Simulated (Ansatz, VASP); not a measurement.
# Cu3H3Au: VASP beside Ansatz

```xyz
7
Lattice="4.0080 0.0000 0.0000 0.0000 4.0080 0.0000 0.0000 0.0000 4.0080" Properties=species:S:1:pos:R:3 pbc="T T T"
Cu    4.0080    2.0040    2.0040
Cu    2.0040    4.0080    2.0040
Cu    2.0040    2.0040    4.0080
Au    0.0000    4.0080    4.0080
H     0.0000    0.0000    2.0040
H     2.0040    0.0000    0.0000
H     0.0000    2.0040    0.0000
```

Alike in both runs: functional PBE; k mesh 8 × 8 × 8; occupations gaussian, width 0.1 eV; no spin polarisation.

Ansatz relaxed the structure, and its values are those at the end. VASP's run is a single point on that final structure, the one shown.

|  | VASP | Ansatz |
| --- | --- | --- |
| version | VASP 6.6.1 | Ansatz 0.2.0 |
| potentials or method | VASP PAW PBE potentials, release 64 (Cu, Au, H), cutoff 600 eV | scalar-relativistic, plane waves, PAW |
| valence electrons in the cell | 47 | 79 |

|  | VASP | Ansatz | Ansatz less VASP |
| --- | --- | --- | --- |
| gap on the k mesh at the Fermi level (eV) | none | none | - |
| pressure (GPa) | 0.2 | 0.1 | -0.19 |

A gap of «none» marks a metal or a gap that the smearing closes. The functional is the same, so the differences come from potentials, cutoffs and numerics. VASP's potentials hold 47 valence electrons a cell and Ansatz's 79, so a difference there can come from the potentials and not from the codes.

Spin-orbit coupling is off throughout.
